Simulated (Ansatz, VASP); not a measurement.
# AlO5 in VASP and in Ansatz

```xyz
6
Lattice="-1.9802 2.5397 2.5843 1.9802 -2.5397 2.5843 1.9802 2.5397 -2.5843" Properties=species:S:1:pos:R:3 pbc="T T T"
Al    1.9802    0.0000    0.0000
O     0.9901   -1.2699    1.2921
O     0.9901    1.2699    1.2921
O    -0.9901    1.2699    1.2921
O     0.9901    1.2699   -1.2921
O     0.0000    2.5397    0.0000
```

Alike in both runs: functional PBE; k mesh 12 × 12 × 12; occupations gaussian, width 0.1 eV; no spin polarisation.

Ansatz relaxed the structure, and its values are those at the end. VASP's run is a single point on that final structure, the one shown.

|  | VASP | Ansatz |
| --- | --- | --- |
| version | VASP 6.6.1 | Ansatz 0.2.0 |
| potentials or method | VASP PAW PBE potentials, release 64 (Al, O), cutoff 520 eV | scalar-relativistic, plane waves, PAW |
| valence electrons in the cell | 33 | 33 |

Ansatz gave:

| Property | Result |
| --- | --- |
| gap on the k mesh at the Fermi level (eV) | none |
| pressure (GPa) | 0.0 |

Problem. Which values does VASP return?

Solution. gap on the k mesh at the Fermi level (eV): none; pressure (GPa): -0.3.

A gap of «none» marks a metal or a gap that the smearing closes. The functional is the same, so the differences come from potentials, cutoffs and numerics.
